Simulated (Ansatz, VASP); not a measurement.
# One calculation of Cr, two programs

Contents of POSCAR:

```
Cr
1.0
    0.0000000000      1.8167431579      1.8167431579
    1.8167431579      0.0000000000      1.8167431579
    1.8167431579      1.8167431579      0.0000000000
Cr
1
Direct
    0.0000000000      0.0000000000      0.0000000000
```

INCAR.step1

```
PREC = Accurate
ENCUT = 600
ISMEAR = -1
SIGMA = 0.1
LREAL = False
LASPH = True
NELM = 60
GGA = PE
ALGO = Normal
EDIFF = 1E-4
LWAVE = True
LCHARG = False
```

File INCAR.step2:

```
PREC = Accurate
ENCUT = 600
EDIFF = 1E-6
ISMEAR = -1
SIGMA = 0.1
LREAL = False
LASPH = True
NELM = 60
ALGO = Normal
ISIF = 3
LWAVE = False
LCHARG = False
METAGGA = R2SCAN
LMIXTAU = True
IBRION = 2
NSW = 80
EDIFFG = -0.01
ISTART = 1
```

KPOINTS

```
Automatic mesh
0
Gamma
  15 15 15
```

Input for Ansatz:

```yaml
crystal:
  lattice:
    - [0.0, 1.8167431579, 1.8167431579]
    - [1.8167431579, 0.0, 1.8167431579]
    - [1.8167431579, 1.8167431579, 0.0]
  atoms:
    - { symbol: Cr, position: [0.0, 0.0, 0.0] }
hamiltonian:
  xc: r2scan
  pseudopotentials:
    kind: paw
    azcp:
      Cr: "pseudopotentials/Cr.paw.azcp"
basis:
  ecutwfc: 500
  fft_grid_basis: typed
kpoints:
  mp_grid: { grid: [15, 15, 15], shift: [0, 0, 0] }
magnetization:
  spin_polarized: false
scf:
  occupations: { method: fermi_dirac, width: 0.1 }
relax:
  max_steps: 60
  f_tol: 0.01
  cell: {}
```

Alike in both runs: task relaxation of cell and atoms; functional r2SCAN; k mesh 15 × 15 × 15; occupations fermi-dirac, width 0.1 eV; no spin polarisation.

|  | VASP | Ansatz |
| --- | --- | --- |
| version | VASP 6.6.1 | Ansatz 0.2.0 |
| potentials or method | VASP PAW PBE potentials, release 64 (Cr_pv), cutoff 600 eV | plane waves (500 eV) with PAW, scalar-relativistic |
| valence electrons in the cell | 12 | 14 |

```tsv
	VASP	Ansatz	Ansatz less VASP
relaxed volume (Å³/atom)	11.68	11.65	-0.030
relaxed cell length with the largest relative difference (Å)	2.547	2.544	-0.0022
```

VASP's potentials were made for PBE, not for r2SCAN. VASP's potentials hold 12 valence electrons a cell and Ansatz's 14, so a difference there can come from the potentials and not from the codes.
